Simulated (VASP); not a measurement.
Input of a VASP 6.6.1 run:

File POSCAR:

```
C
1.0
    0.0000000000      1.7833700000      1.7833700000
    1.7833700000      0.0000000000      1.7833700000
    1.7833700000      1.7833700000      0.0000000000
C
2
Direct
    0.0000000000      0.0000000000      0.0000000000
    0.2500000000      0.2500000000      0.2500000000
```

The input INCAR.step1:

```
  PREC = Accurate
  ENCUT = 600
  ISMEAR = 0
  SIGMA = 0.01
  LREAL = False
  LASPH = True
  NELM = 60
  GGA = PE
  ALGO = Normal
  EDIFF = 1E-4
  LWAVE = True
  LCHARG = False
```

File INCAR.step2:

```
  PREC = Accurate
  ENCUT = 600
  EDIFF = 1E-6
  ISMEAR = 0
  SIGMA = 0.01
  LREAL = False
  LASPH = True
  NELM = 60
  ALGO = Normal
  ISIF = 3
  LWAVE = False
  LCHARG = False
  METAGGA = R2SCAN
  LMIXTAU = True
  IBRION = 2
  NSW = 60
  EDIFFG = -0.01
  ISTART = 1
```

The input KPOINTS:

```
regular mesh
0
Gamma
  10 10 10
```

Potentials or basis: VASP PAW PBE potentials, release 64 (C).

The run is started by

```sh
$ cat potpaw_PBE.64/C/POTCAR > POTCAR
$ cp INCAR.step1 INCAR
$ mpirun -np 1 vasp_std > vasp.out
$ cp INCAR.step2 INCAR
$ mpirun -np 1 vasp_std > vasp.out
```

(1) Estimate the band gap on the k mesh.

(2) What does it give for the relaxed volume?

(3) What does it give for the relaxed cell?

Results:

(1) 4.38 eV, indirect (least direct gap 5.85 eV).

(2) 5.65 Å³/atom.

(3) a = 2.518 Å, b = 2.518 Å, c = 2.518 Å, α = 60.00°, β = 60.00°, γ = 60.00°.

Caveat: the PAW data sets were made with another functional, which shifts forces and pressure a little.
